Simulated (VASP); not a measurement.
V:

```
V
1.0
     0.00000    2.62500    2.62500
     2.62500    0.00000    2.62500
     2.62500    2.62500    0.00000
V
2
Direct
  0.00000 0.00000 0.00000
  0.25000 0.25000 0.25000
```

* Program: VASP 6.6.1
* Task: relaxation of cell and atoms
* Functional: PBE
* Potentials or basis: VASP PAW PBE potentials, release 64 (V_sv)
* Cutoff: 600 eV
* k mesh: 7 × 7 × 7
* Occupations: gaussian, width 0.1 eV
* Spin: collinear spin, ferromagnetic start
* Starting moments: [1.5, 1.5] μB

At the start: pressure 9.3 GPa; volume 18.09 Å³/atom.

Task: How do energy, volume and symmetry change on relaxing?

Result: Over 3 steps the energy falls by 62.4 meV/atom and the volume is 20.46 Å³/atom (+13.1 %); space group Fd-3m (No. 227, to 0.05 Å); moment 3.77 μB per cell.

The path:
| step | energy change (eV) | largest force (eV/Å) | pressure (GPa) | volume (Å³) |
| --- | --- | --- | --- | --- |
| 1 | 0.0000 | 0.0000 | 9.30 | 36.18 |
| 2 | -0.1205 | 0.0000 | -1.34 | 41.96 |
| 3 | -0.1248 | 0.0000 | 0.03 | 40.92 |

Final structure:
```cif
data_structure
_symmetry_space_group_name_H-M 'P 1'
_symmetry_Int_Tables_number 1
_cell_length_a 3.8681
_cell_length_b 3.8681
_cell_length_c 3.8681
_cell_angle_alpha 60.000
_cell_angle_beta 60.000
_cell_angle_gamma 60.000
_cell_volume 40.92
loop_
_atom_site_label
_atom_site_type_symbol
_atom_site_fract_x
_atom_site_fract_y
_atom_site_fract_z
_atom_site_occupancy
V1 V 0.00000 0.00000 0.00000 1
V2 V 0.25000 0.25000 0.25000 1
```
